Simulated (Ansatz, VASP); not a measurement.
## Two plane-wave programs on SnO

The input INCAR:

```
  PREC = Accurate
  ENCUT = 520
  EDIFF = 1E-6
  ISMEAR = 0
  SIGMA = 0.05
  LREAL = False
  LASPH = True
  NELM = 60
  ALGO = Normal
  ISIF = 2
  LWAVE = False
  LCHARG = True
  GGA = PE
  IVDW = 12
  LELF = True
  LVHAR = True
  NBANDS = 28
```

The input KPOINTS:

```
regular mesh
0
Gamma
  10 6 8
```

The input POSCAR:

```
SnO
1.0
    3.8290377672      0.0000000000      0.0000000000
    0.0000000000      5.4561312189      0.0000000000
    0.0000000000      0.0000000000      3.7306623565
Sn O
2 2
Direct
    0.0000000000      0.2345104856      0.5269946555
    0.5000000000      0.7654895144      0.0269946555
    0.0000000000      0.8836051479      0.7230063445
    0.5000000000      0.1163948521      0.2230063445
```

Input for Ansatz:

```yaml
crystal:
  lattice:
    - [3.8290377672, 0.0, 0.0]
    - [0.0, 5.4561312189, 0.0]
    - [0.0, 0.0, 3.7306623565]
  atoms:
    - { symbol: Sn, position: [0.0, 0.2345104856, 0.5269946555] }
    - { symbol: Sn, position: [0.5, 0.7654895144, 0.0269946555] }
    - { symbol: O, position: [0.0, 0.8836051479, 0.7230063445] }
    - { symbol: O, position: [0.5, 0.1163948521, 0.2230063445] }
basis:
  ecutwfc: 520.0
kpoints:
  mp_grid: { grid: [10, 6, 8] }
hamiltonian:
  xc: pbe
  dispersion: d3bj
scf:
  occupations: { method: gaussian, width: 0.05 }
output:
  forces: true
  stress: true
  eigenvalues: true
```

Change from the starting cell: volume 19.485 Å^3 an atom, stretch along a over the lengths across it, relative to the relaxed cell 1.1996.

Alike in both runs: task single point; functional PBE; dispersion D3(BJ); k mesh 10 × 6 × 8; occupations gaussian, width 0.05 eV; no spin polarisation.

|  | VASP | Ansatz |
| --- | --- | --- |
| version | VASP 6.6.1 | Ansatz 0.2.0 |
| potentials or method | VASP PAW PBE potentials, release 64 (Sn_d, O), cutoff 520 eV | scalar-relativistic, plane waves, PAW |
| valence electrons in the cell | 40 | 40 |

Ansatz gave:

* gap on the k mesh at the Fermi level (eV): 1.22
* least direct gap on the mesh (eV): 2.28
* pressure (GPa): -3.0
* traceless stress, the component that is largest in VASP (GPa): -7.16
* rms of the force components (eV/Å): 0.384

Task: Which values does VASP return?

Result: gap on the k mesh at the Fermi level (eV): 1.21; least direct gap on the mesh (eV): 2.27; pressure (GPa): -2.8; traceless stress, the component that is largest in VASP (GPa): -7.21; rms of the force components (eV/Å): 0.399.

Atom by atom the forces differ by 0.037 eV/Å (rms over components).
